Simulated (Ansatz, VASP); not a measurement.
**One calculation of BN, two programs**

```
CELL_PARAMETERS angstrom
0.00000 1.81300 1.81300
1.81300 0.00000 1.81300
1.81300 1.81300 0.00000
ATOMIC_POSITIONS crystal
B 0.00000 0.00000 0.00000
N 0.75000 0.75000 0.92063
```

Change from the starting cell: all N atoms moved +0.438 Å, as atom 2 along Cartesian [1 1 0].

Alike in both runs: task single point; functional r2SCAN; k mesh 12 × 12 × 12; occupations gaussian, width 0.05 eV; no spin polarisation.

|  | VASP | Ansatz |
| --- | --- | --- |
| version | VASP 6.6.1 | Ansatz 0.2.0 |
| potentials or method | VASP PAW PBE potentials, release 64 (B, N), cutoff 520 eV | scalar-relativistic, plane waves, PAW |
| valence electrons in the cell | 8 | 8 |

VASP gave:

* gap on the k mesh at the Fermi level (eV): 1.45
* least direct gap on the mesh (eV): 5.58
* rms of the force components (eV/Å): 7.912

Q: What did Ansatz give for the same quantities?

A: gap on the k mesh at the Fermi level (eV): 1.44; least direct gap on the mesh (eV): 5.54; rms of the force components (eV/Å): 7.918.

VASP's potentials were made for PBE, not for r2SCAN. Atom by atom the forces differ by 0.011 eV/Å (rms over components).
